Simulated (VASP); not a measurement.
Wanted: the native input for a VASP 6.6.1 run.

- Task: relaxation of cell and atoms
- Functional: PBE
- Potentials or basis: VASP PAW PBE potentials, release 64 (Zn, O)
- Cutoff: 600 eV
- k mesh: 4 × 8 × 4
- Occupations: gaussian, width 0.1 eV
- Spin: no spin polarisation
- Dipole correction: no
- Further INCAR settings: ALGO = Normal; EDIFF = 1e-06; IBRION = 2; EDIFFG = -0.04; NSW = 90; ISIF = 3

The structure of ZnO lies in POSCAR:

```
ZnO
1.0
    4.0633966400      0.0000000000      0.0000000000
    0.0000000000      2.4813190600      0.0000000000
    0.0000000000      0.0000000000      4.4144537600
Zn O
2 2
Direct
    0.2500000000      0.0000000000      0.1705165500
    0.7500000000      0.0000000000      0.8294834500
    0.2500000000      0.5000000000      0.6804687400
    0.7500000000      0.5000000000      0.3195312600
```

The cell was built from a structure type or drawn by symmetry, and may not be a known phase.

One way to write it, as run:

INCAR

```
SYSTEM = ZnO
PREC     = Accurate       ! precision mode
ENCUT    = 600            ! plane-wave cutoff, eV
EDIFF    = 1E-6           ! SCF threshold, eV
ISMEAR   = 0              ! smearing method
SIGMA    = 0.1            ! smearing width, eV
LREAL    = .FALSE.        ! projectors in reciprocal space
LASPH    = .TRUE.         ! aspherical terms in the spheres
NELM     = 80             ! most SCF steps
ALGO     = Normal         ! electronic algorithm
ISIF     = 3              ! what is computed and relaxed
LWAVE    = .FALSE.        ! write WAVECAR
LCHARG   = .FALSE.        ! write CHGCAR
GGA      = PE             ! functional
IBRION   = 2              ! ionic algorithm
NSW      = 90             ! ionic steps
EDIFFG   = -0.04          ! ionic threshold
```

KPOINTS

```
Automatic mesh
0
G
  4 8 4
  0 0 0
```

Potentials or basis: VASP PAW PBE potentials, release 64 (Zn, O).

Command:

```sh
$ cat potpaw_PBE.64/Zn/POTCAR potpaw_PBE.64/O/POTCAR > POTCAR
$ mpirun -np 1 vasp_std > vasp.out
```

It gave:

- Relaxed volume: 11.70 Å³/atom
- Relaxed cell: a = 2.943 Å, b = 2.811 Å, c = 5.657 Å, α = 90.00°, β = 90.00°, γ = 90.00°
- Space group after relaxing (to 0.1 Å): Cmmm (No. 65)
- Energy gained by relaxing: 921.8 meV/atom
- Ionic steps: 42
- Pressure after relaxing: -0.1 GPa
- Largest force after relaxing: 0.035 eV/Å
- Band gap on the k mesh: zero (bands 18 and 19 overlap by 0.37 eV)

Caveat: the k points lie up to 0.53 Å⁻¹ apart in the final cell; semilocal functionals underestimate gaps, so a narrow gap can read as zero; a cell axis changed by over 15 % at a fixed basis, so the end point is rough.

Run time: 24 min on 1 thread of Intel Xeon 8259CL, with other jobs on the host, peak memory 0.21 GiB.
